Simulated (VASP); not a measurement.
# CdC2S2O2 (C2/m) in VASP: single point with r2SCAN

Aim: the single point of CdC2S2O2 with r2SCAN.

Program: VASP 6.6.1. These are calculated values, not measurements. Logs are shortened: lines on timing, memory, paths and dates and some standing lists are left out, and cuts for length are marked.

## (1) The cell of the first run

The structure is monoclinic, space group C2/m (No. 12). Conventional cell: a = 10.755 Å, b = 3.996 Å, c = 6.363 Å, α = 90.00°, β = 95.28°, γ = 90.00°. Within 1.7 Å of C (site symmetry m) lie 1 O at 1.16 Å and 1 S at 1.60 Å. Cd (site symmetry 2/m) has 2 S at 2.36 Å and 4 O at 2.78 Å and 2 C at 3.02 Å within 3.1 Å. O (site symmetry m) has 1 C at 1.16 Å within 1.6 Å. Within 2.1 Å of S (site symmetry m) lie 1 C at 1.60 Å.

## (2) Single point, r2SCAN

File POSCAR:

```
CdC2S2O2
1.0
    0.0000000000      3.9964690000      0.0000000000
    5.3777330000     -1.9982350000      0.0000000000
    0.5855000000      0.0000000000     -6.3355210000
C Cd O S
2 1 2 2
Direct
    0.2597000000      0.5194000000      0.7739000000
    0.7403000000      0.4806000000      0.2261000000
    0.0000000000      0.0000000000      0.0000000000
    0.3580000000      0.7160000000      0.8362000000
    0.6420000000      0.2840000000      0.1638000000
    0.1269000000      0.2538000000      0.6778000000
    0.8731000000      0.7462000000      0.3222000000
```

File INCAR.step1:

```
PREC     = Accurate       # precision mode
ENCUT    = 520            # plane-wave cutoff, eV
ISMEAR   = -1             # smearing method
SIGMA    = 0.1            # smearing width, eV
LREAL    = F              # projectors in reciprocal space
LASPH    = T              # aspherical terms in the spheres
NELM     = 80             # most SCF steps
NBANDS   = 31             # bands
GGA      = PE             # functional
ALGO     = Normal         # electronic algorithm
EDIFF    = 1E-4           # SCF threshold, eV
LWAVE    = T              # write WAVECAR
LCHARG   = F              # write CHGCAR
```

File INCAR.step2:

```
PREC     = Accurate       # precision mode
ENCUT    = 520            # plane-wave cutoff, eV
EDIFF    = 1E-6           # SCF threshold, eV
ISMEAR   = -1             # smearing method
SIGMA    = 0.1            # smearing width, eV
LREAL    = F              # projectors in reciprocal space
LASPH    = T              # aspherical terms in the spheres
NELM     = 80             # most SCF steps
ALGO     = Normal         # electronic algorithm
ISIF     = 2              # what is computed and relaxed
LWAVE    = F              # write WAVECAR
LCHARG   = T              # write CHGCAR
METAGGA  = R2SCAN         # meta-GGA
LMIXTAU  = T            
LELF     = T              # ELF
LVHAR    = T            
NBANDS   = 31             # bands
ISTART   = 1
```

File KPOINTS:

```
Automatic mesh
0
Gamma
  7 7 4
```

Potentials or basis: VASP PAW PBE potentials, release 64 (C, Cd, O, S).

Launch:

```sh
$ cat potpaw_PBE.64/C/POTCAR potpaw_PBE.64/Cd/POTCAR potpaw_PBE.64/O/POTCAR potpaw_PBE.64/S/POTCAR > POTCAR
$ cp INCAR.step1 INCAR
$ mpirun -np 1 vasp_std > vasp.out
$ cp INCAR.step2 INCAR
$ mpirun -np 1 vasp_std > vasp.out
```

OUTCAR:

```text
PREC = Accurate
   ENCUT = 520
   EDIFF = 1E-6
   ISMEAR = -1
   LREAL = F
   LASPH = T
   NELM = 80
   ISIF = 2
   METAGGA = R2SCAN
   ISTART = 1

 ion  position               nearest neighbor table
   1  0.260  0.519  0.774-   4 1.16   6 1.60
   2  0.740  0.481  0.226-   5 1.16   7 1.60
   3  0.000  0.000  0.000-   6 2.36   7 2.36   5 2.78   4 2.78   5 2.78   4 2.78
   4  0.358  0.716  0.836-   1 1.16   3 2.78   3 2.78
   5  0.642  0.284  0.164-   2 1.16   3 2.78   3 2.78
   6  0.127  0.254  0.678-   1 1.60   3 2.36
   7  0.873  0.746  0.322-   2 1.60   3 2.36

  LATTYP: Found a base centered monoclinic cell.
 ALAT       =    10.7554660000
 B/A-ratio  =     0.3715756249
 C/A-ratio  =     0.5915613607
 COS(beta)  =    -0.0920233138

  Lattice vectors:

 A1 = (  -5.3777330000,  -1.9982340000,   0.0000000000)
 A2 = (  -5.3777330000,   1.9982350000,   0.0000000000)
 A3 = (   0.5855000000,   0.0000000000,  -6.3355210000)

Analysis of symmetry for initial positions (statically):
=====================================================================
 Subroutine PRICEL returns:
 Original cell was already a primitive cell.

 Routine SETGRP: Setting up the symmetry group for a
 base centered monoclinic supercell.

 Subroutine GETGRP returns: Found  4 space group operations
 (whereof  4 operations were pure point group operations)
 out of a pool of  4 trial point group operations.

The static configuration has the point symmetry C_2h.

Analysis of symmetry for dynamics (positions and initial velocities):
=====================================================================
 Subroutine PRICEL returns:
 Original cell was already a primitive cell.

 Routine SETGRP: Setting up the symmetry group for a
 base centered monoclinic supercell.

 Subroutine GETGRP returns: Found  4 space group operations
 (whereof  4 operations were pure point group operations)
 out of a pool of  4 trial point group operations.

The dynamic configuration has the point symmetry C_2h.

 Subroutine INISYM returns: Found  4 space group operations
 (whereof  4 operations are pure point group operations),
 and found     1 'primitive' translations

----------------------------------------------------------------------------------------

[... 103 lines left out ...]
   LREAL  =      F    real-space projection
   EDIFFG = 0.1E-04   stopping-criterion for IOM
   NSW    =      0    number of steps for IOM
   IBRION =     -1    ionic relax: 0-MD 1-quasi-New 2-CG
   NFREE  =      0    steps in history (QN), initial steepest desc. (CG)
   ISIF   =      2    stress and relaxation
   ISYM   =      2    0-nonsym 1-usesym 2-fastsym
   POTIM  = 0.5000    time-step for ionic-motion
   TEBEG  =    0.0;   TEEND  =   0.0 temperature during run
   PSTRESS=    0.0 pullay stress
   NELECT =      44.0000    total number of electrons
   NUPDOWN=      -1.0000    fix difference up-down
   EMIN   =  10.00;   EMAX   =-10.00  energy-range for DOS
   EFERMI =   0.00;   METHOD = LEGACY
   ISMEAR =    -1;   SIGMA  =   0.10  broadening in eV -4-tet -1-fermi 0-gaus
   EFERMI_NEDOS =   21; number of points for ismear=-14 and -15
   IALGO  =     38    algorithm
   IMIX   =      4    mixing-type and parameters
     AMIX     =   0.40;   BMIX     =  1.00
     AMIX_MAG =   1.60;   BMIX_MAG =  1.00
  volume/ion in A,a.u.               =      19.45       131.27
  Fermi-wavevector in a.u.,A,eV,Ry     =   1.123414  2.122944 17.171346  1.262058
  Thomas-Fermi vector in A             =   2.260080
   LORBIT       =      0    0 simple, 1 ext, 2 COOP (PROOUT), +10 PAW based schemes
   METAGGA = R2SCAN    functional components
   LHFCALC =     F    Hartree Fock is set to
   AEXX    =    0.0000 exact exchange contribution
   IVDW    =     0    specifies the selected vdW correction
   LEPSILON=     F    determine dielectric tensor
   LRPA    =     F    only Hartree local field effects (RPA)
 non-spin polarized calculation
  energy-cutoff  :      520.00
  volume of cell :      136.16
 maximum number of plane-waves:      3691
 NGX is ok and might be reduce to    30
   NGX = 15   NGY = 21   NGZ = 23

 number of electron      44.0000013 magnetization

 Free energy of the ion-electron system (eV)
  ---------------------------------------------------
  ext. energy  EPLUGINS =         0.00000000
  ---------------------------------------------------
  free energy    TOTEN  =       -67.07420058 eV

  energy without entropy =      -66.94618733  energy(sigma->0) =      -67.01019395

 E-fermi :   3.4647     XC(G=0):  -8.8581

 val. band max:        3.4528215202   @ k =   0.2857   0.4286   0.2500
 cond. band min:       3.4653188704   @ k =   0.1429   0.1429   0.0000
 fundamental gap:      0.0124973502
 Fermi energy:         3.4646726085

 k-point     1 :       0.0000    0.0000    0.0000
  band No.  band energies     occupation
      1     -23.7844      2.00000
      2     -23.7102      2.00000
      3     -15.2307      2.00000
      4     -14.9451      2.00000
      5      -8.8753      2.00000
      6      -8.2968      2.00000
[... 805 lines left out ...]
     30       7.8777      0.00000
     31       8.5622      0.00000

 [... further k-points ...]

------------------------ aborting loop because EDIFF is reached ----------------------------------------

  FORCE on cell =-STRESS in cart. coord.  units (eV):
  Direction    XX          YY          ZZ          XY          YZ          ZX
  --------------------------------------------------------------------------------------
  -------------------------------------------------------------------------------------
  Total        9.6930172      0.3026185      8.5526137     -0.0000009     -0.0000006      5.5311598
  in kB      114.0542692      3.5608038    100.6355487     -0.0000112     -0.0000069     65.0831805
  external PRESSURE =      72.7502072 kB  Pullay stress =       0.0000000 kB

 VOLUME and BASIS-vectors are now :
 -----------------------------------------------------------------------------
  energy-cutoff  :      520.00
  volume of cell :      136.16
      direct lattice vectors                 reciprocal lattice vectors
     0.000000000  3.996469000  0.000000000     0.092976004  0.250220882  0.008592419
     5.377733000 -1.998235000  0.000000000     0.185951962  0.000000000  0.017184833
     0.585500000  0.000000000 -6.335521000     0.000000000  0.000000000 -0.157840216

 POSITION                                       TOTAL-FORCE (eV/Angst)
 -----------------------------------------------------------------------------------
      3.24631     -0.00000     -4.90306        -4.395800      0.000000      3.080654
      2.71692      1.99823     -1.43246         4.395800     -0.000000     -3.080654
      0.00000      0.00000      0.00000         0.000000     -0.000000      0.000000
      4.34005     -0.00000     -5.29776         3.245118     -0.000000     -1.485722
      1.62318      1.99823     -1.03776        -3.245118      0.000000      1.485722
      1.76172     -0.00000     -4.29422         2.679389     -0.000000      0.743365
      4.20151      1.99823     -2.04130        -2.679389      0.000000     -0.743365
 -----------------------------------------------------------------------------------
    total drift:                               -0.000000     -0.000000     -0.000000

  FREE ENERGIE OF THE ION-ELECTRON SYSTEM (eV)
  ---------------------------------------------------
  free  energy   TOTEN  =       -67.0742005811 eV

  energy  without entropy=      -66.9461873278  energy(sigma->0) =      -67.01019395
```

OSZICAR.step1:

```text
N       E                     dE             d eps       ncg     rms          rms(c)
DAV:   1     0.293718286326E+03    0.29372E+03   -0.21815E+04  3760   0.128E+03
DAV:   2    -0.161882095023E+02   -0.30991E+03   -0.29978E+03  4508   0.301E+02
DAV:   3    -0.395367365046E+02   -0.23349E+02   -0.22969E+02  4726   0.852E+01
DAV:   4    -0.398708521094E+02   -0.33412E+00   -0.33225E+00  4349   0.107E+01
DAV:   5    -0.398771763147E+02   -0.63242E-02   -0.63194E-02  4847   0.132E+00    0.241E+01
DAV:   6    -0.368553948803E+02    0.30218E+01   -0.13569E+01  3854   0.266E+01    0.137E+01
DAV:   7    -0.366044397459E+02    0.25096E+00   -0.17888E+00  4311   0.953E+00    0.865E+00
DAV:   8    -0.366005816693E+02    0.38581E-02   -0.57194E-01  4436   0.377E+00    0.114E+00
DAV:   9    -0.365732147110E+02    0.27367E-01   -0.88736E-02  4488   0.204E+00    0.512E-01
DAV:  10    -0.365741422940E+02   -0.92758E-03   -0.24048E-02  4371   0.842E-01    0.216E-01
DAV:  11    -0.365743507799E+02   -0.20849E-03   -0.95152E-04  4359   0.278E-01    0.909E-02
DAV:  12    -0.365743941703E+02   -0.43390E-04   -0.83917E-05  2980   0.780E-02
   1 F= -.36574394E+02 E0= -.36511299E+02  d E =-.126190E+00
```

Run time: 8.4 min. Hardware: 1 thread of AMD EPYC 9R45 (Zen 5), shared host; peak memory 0.41 GiB.

What came out:

```yaml
Free_energy: -67.0742 eV
Pressure: 7.3 GPa
Largest_force: 5.368 eV/Å
Band_gap_on_the_k_mesh: zero (bands 22 and 23 overlap by 0.12 eV)
```

Forces in eV/Å, atoms in the order of the input:
```
C   -4.396  0.000  3.081
C    4.396  0.000 -3.081
Cd   0.000  0.000  0.000
O    3.245  0.000 -1.486
O   -3.245  0.000  1.486
S    2.679  0.000  0.743
S   -2.679  0.000 -0.743
```

Stress tensor (GPa, compression positive):
```
11.41  0.00  6.51
 0.00  0.36  0.00
 6.51  0.00 10.06
```

Levels at points of the mesh, in eV from the Fermi level:
```
           k point  band 19  band 20  band 21  band 22  band 23  band 24  band 25  band 26
(0.00, 0.00, 0.00)    -5.69    -4.91    -4.55    -0.84    -0.05     0.50     1.28     1.70
(0.00, 0.00, 0.50)    -5.65    -5.01    -4.44    -0.21     0.62     1.23     1.42     1.59
```

Caveat: the stress differs along the axes, from 0 to 11 GPa; the PAW data sets were made with another functional, which shifts forces and pressure a little.
